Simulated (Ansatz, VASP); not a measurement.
Two plane-wave programs on BeTe

```
CELL_PARAMETERS angstrom
0.00000 2.82862 2.94205
2.82862 0.00000 2.94205
2.82862 2.82862 0.00000
ATOMIC_POSITIONS crystal
Be 0.00000 0.00000 0.00000
Te 0.25000 0.25000 0.25000
```

Change from the starting cell: uniaxial_z strain +4.0%.

Alike in both runs: task single point; functional HSE06; k mesh 6 × 6 × 6; no spin polarisation.

|  | VASP | Ansatz |
| --- | --- | --- |
| version | VASP 6.6.1 | Ansatz 0.2.0 |
| potentials or method | VASP PAW PBE potentials, release 64 (Be, Te) | plane waves, PAW |
| plane-wave cutoff (eV) | 520 | 420 |
| occupations | gaussian, width 0.01 eV | fixed |
| valence electrons in the cell | 8 | 18 |

VASP gave:

* gap on the k mesh at the Fermi level (eV): 2.61
* pressure (GPa): -3.0
* traceless stress, the component that is largest in VASP (GPa): -1.74

**Question.** Which values does Ansatz return?

**Answer.** gap on the k mesh at the Fermi level (eV): 2.63; pressure (GPa): -2.9; traceless stress, the component that is largest in VASP (GPa): -1.75.

VASP's potentials hold 8 valence electrons a cell and Ansatz's 18, so a difference there can come from the potentials and not from the codes. Ansatz's warnings: stress exchange threshold loose, stress scf threshold loose.

Neither program's run includes spin-orbit coupling.
